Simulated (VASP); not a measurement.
# Mg2ZnS3 (P-4m2) in VASP: further runs

The runs below take Mg2ZnS3 through single point, relaxation of cell and atoms, with PBE.

All numbers are computed with VASP 6.6.1; they aren't measurements. Logs are shortened: lines on timing, memory, paths and dates and some standing lists are left out, and cuts for length are marked.

### 1 The cell of the first run

Symmetry: P-4m2, No. 115, tetragonal system. The conventional cell has a = 3.513 Å, b = 3.513 Å, c = 11.733 Å, α = 90.00°, β = 90.00°, γ = 90.00°. Within 3.3 Å of Mg (site symmetry 2mm) lie 5 S at 2.51 to 2.59 Å. Within 3.3 Å of Zn (site symmetry -4m2) lie 4 S at 2.48 Å. Within 3.3 Å of S (site symmetry 2mm) lie 5 Mg at 2.51 to 2.59 Å. Within 3.3 Å of S (site symmetry -4m2) lie 4 Zn at 2.48 Å.

### 2 Single point, PBE

The input, INCAR:

```
SYSTEM = Mg2ZnS3
  ALGO = Normal
  EDIFF = 1E-6
  ENCUT = 520
  GGA = PE
  ISIF = 2
  ISMEAR = 0
  LASPH = .True.
  LCHARG = .False.
  LREAL = .False.
  LWAVE = .False.
  NBANDS = 26
  NELM = 80
  PREC = Accurate
  SIGMA = 0.1
```

The input, KPOINTS:

```
k-points
0
Gamma
  10 10 4
  0 0 0
```

The input, POSCAR:

```
Mg2ZnS3
1.0
    3.5133992995      0.0000000000      0.0000000000
    0.0000000000      3.5133992995      0.0000000000
    0.0000000000      0.0000000000     11.7326358072
Mg Zn S
2 1 3
Direct
    0.5000000000      0.0000000000      0.5960380498
    0.0000000000      0.5000000000      0.4039619502
    0.5000000000      0.5000000000      0.0000000000
    0.5000000000      0.0000000000      0.3753033099
    0.0000000000      0.5000000000      0.6246966901
    0.0000000000      0.0000000000      0.0000000000
```

Potentials or basis: VASP PAW PBE potentials, release 64 (Mg, Zn, S).

Launch:

```bash
$ cat potpaw_PBE.64/Mg/POTCAR potpaw_PBE.64/Zn/POTCAR potpaw_PBE.64/S/POTCAR > POTCAR
$ mpirun -np 1 vasp_std > vasp.out
```

OUTCAR:

```text
SYSTEM = Mg2ZnS3
   EDIFF = 1E-6
   ENCUT = 520
   GGA = PE
   ISIF = 2
   ISMEAR = 0
   LASPH = .True.
   LREAL = .False.
   NELM = 80
   PREC = Accurate

 ion  position               nearest neighbor table
   1  0.500  0.000  0.596-   5 2.51   5 2.51   5 2.51   5 2.51   4 2.59   2 3.35   2 3.35   2 3.35
                             2 3.35
   2  0.000  0.500  0.404-   4 2.51   4 2.51   4 2.51   4 2.51   5 2.59   1 3.35   1 3.35   1 3.35
                             1 3.35
   3  0.500  0.500  0.000-   6 2.48   6 2.48   6 2.48   6 2.48
   4  0.500  0.000  0.375-   2 2.51   2 2.51   2 2.51   2 2.51   1 2.59
   5  0.000  0.500  0.625-   1 2.51   1 2.51   1 2.51   1 2.51   2 2.59
   6  0.000  0.000  0.000-   3 2.48   3 2.48   3 2.48   3 2.48

  LATTYP: Found a simple tetragonal cell.
 ALAT       =     3.5133992995
 C/A-ratio  =     3.3393972068

  Lattice vectors:

 A1 = (   3.5133992995,   0.0000000000,   0.0000000000)
 A2 = (   0.0000000000,   3.5133992995,   0.0000000000)
 A3 = (   0.0000000000,   0.0000000000,  11.7326358072)

Analysis of symmetry for initial positions (statically):
=====================================================================
 Subroutine PRICEL returns:
 Original cell was already a primitive cell.

 Routine SETGRP: Setting up the symmetry group for a
 simple tetragonal supercell.

 Subroutine GETGRP returns: Found  8 space group operations
 (whereof  8 operations were pure point group operations)
 out of a pool of 16 trial point group operations.

The static configuration has the point symmetry D_2d.

Analysis of symmetry for dynamics (positions and initial velocities):
=====================================================================
 Subroutine PRICEL returns:
 Original cell was already a primitive cell.

 Routine SETGRP: Setting up the symmetry group for a
 simple tetragonal supercell.

 Subroutine GETGRP returns: Found  8 space group operations
 (whereof  8 operations were pure point group operations)
 out of a pool of 16 trial point group operations.

The dynamic configuration has the point symmetry D_2d.

 Subroutine INISYM returns: Found  8 space group operations
 (whereof  8 operations are pure point group operations),
 and found     1 'primitive' translations

----------------------------------------------------------------------------------------

                                     Primitive cell

  volume of cell :     144.8274

  direct lattice vectors                    reciprocal lattice vectors
     3.513399300  0.000000000  0.000000000     0.284624637  0.000000000  0.000000000
     0.000000000  3.513399300  0.000000000     0.000000000  0.284624637  0.000000000
     0.000000000  0.000000000 11.732635807     0.000000000  0.000000000  0.085232340

  length of vectors
     3.513399300  3.513399300 11.732635807     0.284624637  0.284624637  0.085232340

  position of ions in fractional coordinates (direct lattice)
     0.500000000  0.000000000  0.596038050
     0.000000000  0.500000000  0.403961950
     0.500000000  0.500000000  0.000000000
     0.500000000  0.000000000  0.375303310
     0.000000000  0.500000000  0.624696690
     0.000000000  0.000000000  0.000000000

  ion indices of the primitive-cell ions
   primitive index   ion index
                 1           1
                 2           2
                 3           3
                 4           4
                 5           5
                 6           6

----------------------------------------------------------------------------------------

 KPOINTS: k-points

Automatic generation of k-mesh.
 Grid dimensions read from file:
 generate k-points for:   10   10    4

 Generating k-lattice:

  Cartesian coordinates                     Fractional coordinates (reciprocal lattice)
     0.028462464  0.000000000  0.000000000     0.100000000  0.000000000  0.000000000
     0.000000000  0.028462464  0.000000000     0.000000000  0.100000000  0.000000000
     0.000000000  0.000000000  0.021308085     0.000000000  0.000000000  0.250000000

  Length of vectors
     0.028462464  0.028462464  0.021308085

  Shift w.r.t. Gamma in fractional coordinates (k-lattice)
     0.000000000  0.000000000  0.000000000

 Subroutine IBZKPT returns following result:
 ===========================================

 Found     63 irreducible k-points:

 Following reciprocal coordinates:
            Coordinates               Weight
  0.000000  0.000000  0.000000      1.000000
  0.100000  0.000000  0.000000      4.000000
  0.200000  0.000000  0.000000      4.000000
  0.300000  0.000000  0.000000      4.000000
  0.400000  0.000000  0.000000      4.000000
  0.500000  0.000000  0.000000      2.000000
[... 16 lines left out ...]
  0.100000  0.000000  0.250000      8.000000
  0.200000  0.000000  0.250000      8.000000
 [... further k-points ...]
   k-points           NKPTS =     63   k-points in BZ     NKDIM =     63   number of bands    NBANDS=     26
   number of dos      NEDOS =    301   number of ions     NIONS =      6
   total plane-waves  NPLWV =  70560
   dimension x,y,z NGX =    28 NGY =   28 NGZ =   90
   dimension x,y,z NGXF=    56 NGYF=   56 NGZF=  180
   ions per type =               2   1   3
   NGX,Y,Z   is equivalent  to a cutoff of  13.25, 13.25, 12.75 a.u.
   NGXF,Y,Z  is equivalent  to a cutoff of  26.50, 26.50, 25.51 a.u.
 SYSTEM =  Mg2ZnS3
   PREC   = accura    normal or accurate (medium, high low for compatibility)
   ISTART =      0    job   : 0-new  1-cont  2-samecut
   ICHARG =      2    charge: 1-file 2-atom 10-const
   ISPIN  =      1    spin polarized calculation?
   LNONCOLLINEAR =      F non collinear calculations
   LSORBIT =      F    spin-orbit coupling
   LASPH  =      T    aspherical Exc in radial PAW
   ENCUT  =  520.0 eV  38.22 Ry    6.18 a.u.   6.53  6.53 21.81*2*pi/ulx,y,z
   NELM   =     80;   NELMIN=  2; NELMDL= -5     # of ELM steps
   EDIFF  = 0.1E-05   stopping-criterion for ELM
   LREAL  =      F    real-space projection
   EDIFFG = 0.1E-04   stopping-criterion for IOM
   NSW    =      0    number of steps for IOM
   IBRION =     -1    ionic relax: 0-MD 1-quasi-New 2-CG
   NFREE  =      0    steps in history (QN), initial steepest desc. (CG)
   ISIF   =      2    stress and relaxation
   ISYM   =      2    0-nonsym 1-usesym 2-fastsym
   POTIM  = 0.5000    time-step for ionic-motion
   TEBEG  =    0.0;   TEEND  =   0.0 temperature during run
   PSTRESS=    0.0 pullay stress
   NELECT =      34.0000    total number of electrons
   NUPDOWN=      -1.0000    fix difference up-down
   EMIN   =  10.00;   EMAX   =-10.00  energy-range for DOS
   EFERMI =   0.00;   METHOD = LEGACY
   ISMEAR =     0;   SIGMA  =   0.10  broadening in eV -4-tet -1-fermi 0-gaus
   EFERMI_NEDOS =   21; number of points for ismear=-14 and -15
   IALGO  =     38    algorithm
   IMIX   =      4    mixing-type and parameters
     AMIX     =   0.40;   BMIX     =  1.00
     AMIX_MAG =   1.60;   BMIX_MAG =  1.00
  volume/ion in A,a.u.               =      24.14       162.89
  Fermi-wavevector in a.u.,A,eV,Ry     =   1.009914  1.908460 13.876932  1.019926
  Thomas-Fermi vector in A             =   2.142871
   LORBIT       =      0    0 simple, 1 ext, 2 COOP (PROOUT), +10 PAW based schemes
   GGA     = PE    functional components
   LHFCALC =     F    Hartree Fock is set to
   AEXX    =    0.0000 exact exchange contribution
   IVDW    =     0    specifies the selected vdW correction
   LEPSILON=     F    determine dielectric tensor
   LRPA    =     F    only Hartree local field effects (RPA)
 non-spin polarized calculation
 Gauss-broadening in eV      SIGMA  =   0.10
  energy-cutoff  :      520.00
  volume of cell :      144.83
 maximum number of plane-waves:      3943
 NGX is ok and might be reduce to    28
   NGX = 13   NGY = 13   NGZ = 43

 number of electron      34.0000010 magnetization

 Free energy of the ion-electron system (eV)
  ---------------------------------------------------
  ext. energy  EPLUGINS =         0.00000000
  ---------------------------------------------------
  free energy    TOTEN  =       -22.11691019 eV

  energy without entropy =      -22.11504753  energy(sigma->0) =      -22.11597886

 E-fermi :   1.3548     XC(G=0):  -8.1239

 val. band max:        1.0622296376   @ k =   0.5000   0.4000   0.5000
 cond. band min:       1.4036419463   @ k =   0.4000   0.0000   0.0000
 fundamental gap:      0.3414123086
 Fermi energy:         1.3548398502

 k-point     1 :       0.0000    0.0000    0.0000
  band No.  band energies     occupation
      1     -11.3740      2.00000
      2     -11.3086      2.00000
      3     -10.5642      2.00000
      4      -5.2680      2.00000
      5      -5.1583      2.00000
      6      -5.1042      2.00000
[... 18 lines left out ...]
     25       8.4227      0.00000
     26       9.4186      0.00000

 k-point     2 :       0.1000    0.0000    0.0000
  band No.  band energies     occupation
      1     -11.3022      2.00000
      2     -11.2401      2.00000
      3     -10.5179      2.00000
      4      -5.2647      2.00000
      5      -5.1949      2.00000
      6      -5.1191      2.00000
[... 18 lines left out ...]
     25       8.6341      0.00000
     26       8.7929      0.00000

 k-point     3 :       0.2000    0.0000    0.0000
  band No.  band energies     occupation
      1     -11.1003      2.00000
      2     -11.0459      2.00000
      3     -10.3960      2.00000
      4      -5.2858      2.00000
      5      -5.2848      2.00000
      6      -5.1569      2.00000
[... 18 lines left out ...]
     25       8.6999      0.00000
     26       9.0739      0.00000

 k-point     4 :       0.3000    0.0000    0.0000
  band No.  band energies     occupation
      1     -10.8139      2.00000
      2     -10.7642      2.00000
      3     -10.2518      2.00000
      4      -5.4118      2.00000
      5      -5.3899      2.00000
      6      -5.2010      2.00000
[... 18 lines left out ...]
     25       8.7713      0.00000
     26       9.3962      0.00000
[... 496 lines left out ...]
      1     -11.3710      2.00000
      2     -11.3121      2.00000
      3     -10.5637      2.00000
      4      -5.2680      2.00000
      5      -5.1583      2.00000
      6      -5.1042      2.00000
[... 18 lines left out ...]
     25       8.4131      0.00000
     26       9.3415      0.00000

 k-point    23 :       0.1000    0.0000    0.2500
  band No.  band energies     occupation
      1     -11.2991      2.00000
      2     -11.2436      2.00000
      3     -10.5174      2.00000
      4      -5.2647      2.00000
      5      -5.1949      2.00000
      6      -5.1191      2.00000
[... 18 lines left out ...]
     25       8.6251      0.00000
     26       9.0634      0.00000

 k-point    24 :       0.2000    0.0000    0.2500
  band No.  band energies     occupation
      1     -11.0970      2.00000
      2     -11.0496      2.00000
      3     -10.3956      2.00000
      4      -5.2858      2.00000
      5      -5.2848      2.00000
      6      -5.1569      2.00000
[... 18 lines left out ...]
     25       8.6721      0.00000
     26       9.1072      0.00000

 [... further k-points ...]
[... 5 lines left out ...]
  --------------------------------------------------------------------------------------
  -------------------------------------------------------------------------------------
  Total       -0.0687048     -0.0687048     -0.0705819      0.0000000      0.0000000     -0.0000000
  in kB       -0.7600583     -0.7600583     -0.7808248      0.0000000      0.0000000     -0.0000000
  external PRESSURE =      -0.7669805 kB  Pullay stress =       0.0000000 kB

 VOLUME and BASIS-vectors are now :
 -----------------------------------------------------------------------------
  energy-cutoff  :      520.00
  volume of cell :      144.83
      direct lattice vectors                 reciprocal lattice vectors
     3.513399300  0.000000000  0.000000000     0.284624637  0.000000000  0.000000000
     0.000000000  3.513399300  0.000000000     0.000000000  0.284624637  0.000000000
     0.000000000  0.000000000 11.732635807     0.000000000  0.000000000  0.085232340

 POSITION                                       TOTAL-FORCE (eV/Angst)
 -----------------------------------------------------------------------------------
      1.75670      0.00000      6.99310        -0.000000     -0.000000     -0.019968
      0.00000      1.75670      4.73954         0.000000     -0.000000      0.019968
      1.75670      1.75670      0.00000         0.000000      0.000000      0.000000
      1.75670      0.00000      4.40330         0.000000     -0.000000      0.002293
      0.00000      1.75670      7.32934         0.000000     -0.000000     -0.002293
      0.00000      0.00000      0.00000         0.000000     -0.000000      0.000000
 -----------------------------------------------------------------------------------
    total drift:                                0.000000      0.000000     -0.000000

  FREE ENERGIE OF THE ION-ELECTRON SYSTEM (eV)
  ---------------------------------------------------
  free  energy   TOTEN  =       -22.1169101926 eV

  energy  without entropy=      -22.1150475329  energy(sigma->0) =      -22.11597886
```

It took 2.6 min on 1 thread of AMD EPYC 9R45 (Zen 5), shared host; peak memory 0.37 GiB.

What came out:

| Property | Result |
| --- | --- |
| Free energy | -22.1169 eV |
| Pressure | -0.1 GPa |
| Largest force | 0.020 eV/Å |
| Band gap on the k mesh | zero (band 17 reaches 1.60 eV, above the bottom of band 18 at 0.78 eV) |

Forces in eV/Å, atoms in the order of the input:
```
Mg   0.000  0.000 -0.020
Mg   0.000  0.000  0.020
Zn   0.000  0.000  0.000
S    0.000  0.000  0.002
S    0.000  0.000 -0.002
S    0.000  0.000  0.000
```

[end of part 1 of 2]
